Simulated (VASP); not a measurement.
Here is a VASP 6.6.1 calculation.

INCAR

```
SYSTEM = H12SO8
  ALGO = Normal
  EDIFF = 1E-6
  ENCUT = 520
  GGA = PE
  GGA_COMPAT = .False.
  ISIF = 2
  ISMEAR = -1
  IVDW = 12
  LASPH = .True.
  LCHARG = .False.
  LREAL = .False.
  LWAVE = .False.
  NBANDS = 49
  NELM = 120
  PREC = Accurate
  SIGMA = 0.02
```

KPOINTS

```
k-points
0
Gamma
  1 1 1
  0 0 0
```

POSCAR

```
H12SO8
1.0
    6.5374560000      0.0000000000      0.0000000000
    0.0000000000      6.5374560000      0.0000000000
    0.0000000000      0.0000000000      6.5374560000
O H S
8 12 1
Direct
    0.9141017546      0.4264196960      0.3081626859
    0.6871021388      0.7199283636      1.0836325323
    0.6084018003     -0.1030217259      0.5405619556
    0.8415658935      0.1113735985      0.9655590799
    0.3101971164      0.6014572029      0.3840484739
    0.6805552496      0.3850121515      0.6463370461
    0.1698673001      0.4222131667      0.8755699465
    0.2257300087      0.1428384375      0.6248608021
    1.0567260414      0.4703817509      0.3328511886
    0.9138570110      0.3014628320      0.2207280630
    0.7963189351      0.6243254257      1.1278546272
    0.5702065146      0.6738859887      1.1660499130
    0.7272094833     -0.0815301854      0.4511999775
    0.5631548419      0.0286043990      0.5883634245
    0.7590873269      0.1819668079      0.8632256951
    0.7887012930     -0.0271818273      0.9892380155
    0.3258912947      0.4920568490      0.4789018848
    0.3532719761      0.7304676314      0.4521330622
    0.6671402454      0.5126153048      0.7234924411
    0.7735883806      0.4076662237      0.5251890032
    0.2276267710      0.2111065834      0.8369004702
```

Potentials or basis: VASP PAW PBE potentials, release 64 (O, H, S).

Run with:

```sh
$ cat potpaw_PBE.64/O/POTCAR potpaw_PBE.64/H/POTCAR potpaw_PBE.64/S/POTCAR > POTCAR
$ mpirun -np 1 vasp_gam > vasp.out
```

(1) Predict the largest force.

(2) Predict the dispersion energy per atom.

Answers

(1) 1.562 eV/Å.

(2) -0.036 eV.

Caveat: the k points lie up to 0.96 Å⁻¹ apart.
